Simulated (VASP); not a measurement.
# InSe (R3m) in VASP: further runs, part 2 of 2

VASP 6.6.1. The steps go on from the part before.

## 4. Single point, PBE, non-collinear spin, zero start, spin-orbit coupling

This run uses another cell than the first one, of 29.24 Å³/atom.

INCAR reads:

```
PREC = Accurate
ENCUT = 520
EDIFF = 1E-7
ISMEAR = -1
SIGMA = 0.05
LREAL = False
LASPH = True
NELM = 150
ALGO = Normal
ISIF = 2
LWAVE = False
LCHARG = True
MAGMOM = 0 0 0 0 0 0 0 0 0 0 0 0
LORBIT = 11
LSORBIT = True
GGA_COMPAT = False
LORBMOM = True
GGA = PE
LVHAR = True
NBANDS = 52
```

KPOINTS reads:

```
Automatic mesh
0
Gamma
  6 6 6
```

POSCAR reads:

```
InSe
1.0
    2.0000000000      1.1547005384      8.4400000000
   -2.0000000000      1.1547005384      8.4400000000
    0.0000000000     -2.3094010768      8.4400000000
In Se
2 2
Direct
    0.8886000000      0.8886000000      0.8886000000
    0.0000000000      0.0000000000      0.0000000000
    0.1719000000      0.1719000000      0.1719000000
    0.3835000000      0.3835000000      0.3835000000
```

Launch:

```bash
$ cat potpaw_PBE.64/In_d/POTCAR potpaw_PBE.64/Se/POTCAR > POTCAR
$ mpirun -np 1 vasp_ncl > vasp.out
```

Run time: 72 min. Hardware: 1 thread of Intel Xeon Platinum 8488C (Sapphire Rapids), shared host; peak memory 2.1 GiB.

Results (log left out):

* Free energy: -14.2430 eV
* Pressure: 2.8 GPa
* Largest force: 0.383 eV/Å
* Net moment: 0.00 μB per cell
* Valence electrons inside the program's atomic spheres: In 11.42, 11.41; Se 3.84

Forces in eV/Å, atoms in the order of the input:
```
In   0.000  0.000  0.383
In   0.000  0.000 -0.367
Se   0.000  0.000 -0.272
Se   0.000  0.000  0.256
```

Stress tensor (GPa, compression positive):
```
3.22 0.00 0.00
0.00 3.22 0.00
0.00 0.00 1.95
```

Moments on the atoms (μB; x, y, z):
```
In  0.00 0.00 0.00
In  0.00 0.00 0.00
Se  0.00 0.00 0.00
Se  0.00 0.00 0.00
```

## 5. Single point, PBEsol

This run uses another cell than the first one, of 19.81 Å³/atom.

INCAR reads:

```
  PREC = Accurate
  ENCUT = 520
  EDIFF = 1E-6
  ISMEAR = -1
  SIGMA = 0.05
  LREAL = F
  LASPH = T
  NELM = 80
  ALGO = Normal
  ISIF = 2
  LWAVE = F
  LCHARG = T
  GGA = PS
  LELF = T
  LVHAR = T
  NBANDS = 27
```

KPOINTS reads:

```
regular mesh
0
Gamma
  8 8 8
```

POSCAR reads:

```
InSe
1.0
    1.7426328815      1.0061095632      7.5341609053
   -1.7426328815      1.0061095632      7.5341609053
    0.0000000000     -2.0122191265      7.5341609053
In Se
2 2
Direct
    0.8882546907      0.8882546907      0.8882546907
    0.0000036985      0.0000036985      0.0000036985
    0.1575613990      0.1575613990      0.1575613990
    0.3981802117      0.3981802117      0.3981802117
```

Launch:

```bash
$ cat potpaw_PBE.64/In_d/POTCAR potpaw_PBE.64/Se/POTCAR > POTCAR
$ mpirun -np 1 vasp_std > vasp.out
```

Run time: 5.1 min. Hardware: 1 thread of Intel Xeon Platinum 8488C (Sapphire Rapids), shared host; peak memory 0.52 GiB.

The run converged. Its results:

```
Free energy            : -13.1939 eV
Pressure               : 30.2 GPa
Largest force          : 0.032 eV/Å
Band gap on the k mesh : 0.01 eV (least direct gap 1.67 eV)
```

Forces in eV/Å, atoms in the order of the input:
```
In   0.000  0.000  0.029
In   0.000  0.000 -0.030
Se   0.000  0.000 -0.032
Se   0.000  0.000  0.032
```

Levels at points of the mesh, in eV from the valence-band top:
| k point | band 17 | band 18 | band 19 | band 20 | band 21 | band 22 |
| --- | --- | --- | --- | --- | --- | --- |
| (0.00, 0.00, 0.00) | -1.51 | -0.52 | -0.52 | 3.58 | 3.81 | 3.98 |
| (0.50, 0.00, 0.00) | -3.30 | -2.42 | -1.92 | 0.01 | 2.55 | 3.33 |
| (0.50, 0.50, 0.00) | -3.47 | -2.52 | -1.58 | 0.10 | 2.05 | 2.62 |
| (0.50, 0.50, 0.50) | -0.42 | -0.42 | -0.41 | 1.27 | 3.83 | 5.17 |

Caveat: the cell stands under pressure; the PAW data sets were made with another functional, which shifts forces and pressure a little; spin-orbit coupling is left out, which moves the levels of the heavy elements.

## 6. Single point, PBEsol

This run uses another cell than the first one, of 21.44 Å³/atom.

INCAR reads:

```
PREC = Accurate
ENCUT = 520
EDIFF = 1E-6
ISMEAR = -1
SIGMA = 0.05
LREAL = False
LASPH = True
NELM = 80
ALGO = Normal
ISIF = 2
LWAVE = False
LCHARG = True
GGA = PS
LELF = True
LVHAR = True
NBANDS = 27
```

KPOINTS reads:

```
Automatic mesh
0
Gamma
  8 8 8
```

POSCAR reads:

```
InSe
1.0
    1.8082032784      1.0439666495      7.5725295809
   -1.8082032784      1.0439666495      7.5725295809
    0.0000000000     -2.0879332991      7.5725295809
In Se
2 2
Direct
    0.8874191942      0.8874191942      0.8874191942
    0.0008821319      0.0008821319      0.0008821319
    0.1594020967      0.1594020967      0.1594020967
    0.3962965773      0.3962965773      0.3962965773
```

Potentials or basis: VASP PAW PBE potentials, release 64 (In_d, Se).

Launch:

```bash
$ cat potpaw_PBE.64/In_d/POTCAR potpaw_PBE.64/Se/POTCAR > POTCAR
$ mpirun -np 1 vasp_std > vasp.out
```

Run time: 5.1 min. Hardware: 1 thread of Intel Xeon Platinum 8488C (Sapphire Rapids), shared host; peak memory 0.51 GiB.

It converged, with:

```yaml
Free_energy: -14.2064 eV
Pressure: 20.2 GPa
Largest_force: 0.028 eV/Å
Band_gap_on_the_k_mesh: 0.35 eV (least direct gap 1.44 eV)
```

Forces in eV/Å, atoms in the order of the input:
```
In   0.000  0.000  0.026
In   0.000  0.000 -0.027
Se   0.000  0.000 -0.027
Se   0.000  0.000  0.028
```

Levels at points of the mesh, in eV from the valence-band top:
| k point | band 15 | band 16 | band 17 | band 18 | band 19 | band 20 | band 21 | band 22 | band 23 | band 24 |
| --- | --- | --- | --- | --- | --- | --- | --- | --- | --- | --- |
| (0.00, 0.00, 0.00) | -3.06 | -1.54 | -1.54 | -0.74 | -0.74 | 3.15 | 3.54 | 4.05 | 5.12 | 5.12 |
| (0.50, 0.00, 0.00) | -4.83 | -3.89 | -3.13 | -2.15 | -2.02 | 0.35 | 2.53 | 3.55 | 4.26 | 5.20 |
| (0.50, 0.50, 0.00) | -4.54 | -3.84 | -3.30 | -2.16 | -1.71 | 0.46 | 2.35 | 2.58 | 3.46 | 3.94 |
| (0.50, 0.50, 0.50) | -1.61 | -1.61 | -0.65 | -0.65 | -0.27 | 1.17 | 3.44 | 4.82 | 4.82 | 5.73 |

Caveat: the cell stands under pressure; the PAW data sets were made with another functional, which shifts forces and pressure a little; spin-orbit coupling is left out, which moves the levels of the heavy elements. A k mesh can miss the band edges.

## 7. Overview

| level | spin | cell | k mesh | gap on the mesh (eV) | pressure (GPa) | largest force (eV/Å) |
| --- | --- | --- | --- | --- | --- | --- |
| PBE | off | a = 9.545 Å, angles 24.7°, 4 atoms, atomic positions A | 8 × 8 × 8 | 0.73 | 0.0 | 0.01 |
| RPBE | off | a = 10.753 Å, angles 22.3°, 4 atoms, atomic positions B | 8 × 8 × 8 | 1.05 | 0.0 | 0.02 |
| PBE | non-collinear, zero start, SOC | a = 8.750 Å, angles 26.4°, 4 atoms, atomic positions C | 6 × 6 × 6 | - | 2.8 | 0.38 |
| PBEsol | off | a = 7.798 Å, angles 25.8°, 4 atoms, atomic positions D | 8 × 8 × 8 | 0.01 | 30.2 | 0.03 |
| PBEsol | off | a = 7.855 Å, angles 26.6°, 4 atoms, atomic positions E | 8 × 8 × 8 | 0.35 | 20.2 | 0.03 |

Alike in all rows: task single point; potentials or basis VASP PAW PBE potentials, release 64 (In_d, Se); cutoff (eV) 520; smearing fermi-dirac 0.05 eV.

Caveats: spin-orbit coupling is left out, which moves the levels of the heavy elements (at least some runs); the PAW data sets were made with another functional, which shifts forces and pressure a little (at least some runs); the cell stands under pressure (at least some runs).

Absolute energies hang on the potentials; compare differences alone.

## 8. Comparison with measurements

Step 2. Measured gap of InSe: 1.25 eV (300 K; “The Interaction of Hydrogen with the van der Waals Crystal γ-InSe”, 2020, pmc:7321205). This calculation gives 0.73 eV (-0.52 eV). Spin-orbit coupling on In, Se is left out. The value is that of PBE on a finite k mesh, which can miss the band edges, without temperature or zero-point motion. Semilocal functionals fall short of measured gaps as a rule.

Step 3. Against the measured gap of InSe, 1.25 eV (300 K; “The Interaction of Hydrogen with the van der Waals Crystal γ-InSe”, 2020, pmc:7321205), the calculated 1.05 eV is off by -0.20 eV. Spin-orbit coupling on In, Se is left out. The value is that of RPBE on a finite k mesh, which can miss the band edges, without temperature or zero-point motion. Semilocal functionals fall short of measured gaps as a rule.
